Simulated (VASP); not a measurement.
Input of a VASP 6.6.1 run:

Contents of POSCAR:

```
CO2
1.0
    2.6359112300     -2.3873781200      0.0000000000
    2.6359112300      2.3873781200      0.0000000000
    0.0000000000      0.0000000000      6.5871749100
C O
2 4
Direct
    0.0000000000      0.0000000000      0.0000000000
    0.5000000000      0.5000000000      0.5000000000
    0.8065085700      0.1934914300      0.8918433900
    0.1934914300      0.8065085700      0.1081566100
    0.6934914300      0.3065085700      0.3918433900
    0.3065085700      0.6934914300      0.6081566100
```

Contents of INCAR.step1:

```
ALGO = Normal
EDIFF = 1E-4
ENCUT = 600
GGA = PE
ISMEAR = 0
LASPH = True
LCHARG = False
LREAL = False
LWAVE = True
NELM = 100
PREC = Accurate
SIGMA = 0.1
```

The input INCAR.step2:

```
ALGO = Normal
EDIFF = 1E-6
EDIFFG = -0.05
ENCUT = 600
IBRION = 2
ISIF = 3
ISMEAR = 0
ISTART = 1
IVDW = 12
LASPH = True
LCHARG = False
LMIXTAU = True
LREAL = False
LWAVE = False
METAGGA = R2SCAN
NELM = 100
NSW = 80
PREC = Accurate
PSTRESS = 90.0
SIGMA = 0.1
VDW_A1 = 0.49484001
VDW_A2 = 5.73083694
VDW_S6 = 1.0
VDW_S8 = 0.78981345
```

KPOINTS

```
k-points
0
Gamma
  6 6 4
```

Potentials or basis: VASP PAW PBE potentials, release 64 (C, O).

Launch:

```sh
$ cat potpaw_PBE.64/C/POTCAR potpaw_PBE.64/O/POTCAR > POTCAR
$ cp INCAR.step1 INCAR
$ mpirun -np 1 vasp_std > vasp.out
$ cp INCAR.step2 INCAR
$ mpirun -np 1 vasp_std > vasp.out
```

(1) What does it give for the relaxed cell?

(2) What does it give for the band gap on the k mesh?

Answers

(1) a = 3.198 Å, b = 3.198 Å, c = 5.944 Å, α = 90.00°, β = 90.00°, γ = 86.68°.

(2) 6.57 eV, indirect (least direct gap 7.66 eV).

Caveat: the cell is relaxed towards a set pressure, so the enthalpy falls and the energy may rise.
